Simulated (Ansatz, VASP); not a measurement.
**Two plane-wave programs on NaCl**

The input INCAR:

```
ALGO     = Normal         # electronic algorithm
EDIFF    = 1E-7           # SCF threshold, eV
ENCUT    = 520            # plane-wave cutoff, eV
GGA      = PE             # functional
ISIF     = 2              # what is computed and relaxed
ISMEAR   = 0              # smearing method
LASPH    = T              # aspherical terms in the spheres
LCHARG   = T              # write CHGCAR
LELF     = T              # ELF
LREAL    = F              # projectors in reciprocal space
LVHAR    = T            
LWAVE    = F              # write WAVECAR
NBANDS   = 14             # bands
NELM     = 60             # most SCF steps
PREC     = Accurate       # precision mode
SIGMA    = 0.05           # smearing width, eV
```

The input KPOINTS:

```
k-points
0
Gamma
  8 8 8
```

File POSCAR:

```
NaCl
1.0
    0.0000000000      2.9733375000      2.8317500000
    2.6901625000      0.0000000000      2.8317500000
    2.6901625000      2.9733375000      0.0000000000
Na Cl
1 1
Direct
    0.0000000000      0.0000000000      0.0000000000
    0.5000000000      0.5000000000      0.5000000000
```

Input for Ansatz:

```yaml
crystal:
  lattice:
    - [0.0, 2.9733375, 2.83175]
    - [2.6901625, 0.0, 2.83175]
    - [2.6901625, 2.9733375, 0.0]
  atoms:
    - { symbol: Na, position: [0.0, 0.0, 0.0] }
    - { symbol: Cl, position: [0.5, 0.5, 0.5] }
basis:
  ecutwfc: 420
kpoints:
  mp_grid: { grid: [8, 8, 8] }
hamiltonian:
  xc: pbe
scf:
  occupations: { method: gaussian, width: 0.05 }
output:
  forces: true
  stress: true
  eigenvalues: true
```

Change from the starting cell: strain -0.0500 x Voigt [1, -1, 0, 0, 0, 0], atoms carried along.

Alike in both runs: task single point; functional PBE; k mesh 8 × 8 × 8; occupations gaussian, width 0.05 eV; no spin polarisation.

|  | VASP | Ansatz |
| --- | --- | --- |
| version | VASP 6.6.1 | Ansatz 0.2.0 |
| potentials or method | VASP PAW PBE potentials, release 64 (Na_pv, Cl), cutoff 520 eV | scalar-relativistic, plane waves, PAW |
| valence electrons in the cell | 14 | 16 |

|  | VASP | Ansatz | Ansatz less VASP |
| --- | --- | --- | --- |
| gap on the k mesh at the Fermi level (eV) | 5.05 | 5.05 | -0.001 |
| least direct gap on the mesh (eV) | 5.05 | 5.05 | -0.001 |
| pressure (GPa) | 0.9 | 1.0 | +0.03 |
| traceless stress, the component that is largest in VASP (GPa) | 2.31 | 2.28 | -0.022 |

The functional is the same, so the differences come from potentials, cutoffs and numerics. VASP's potentials hold 14 valence electrons a cell and Ansatz's 16, so a difference there can come from the potentials and not from the codes.
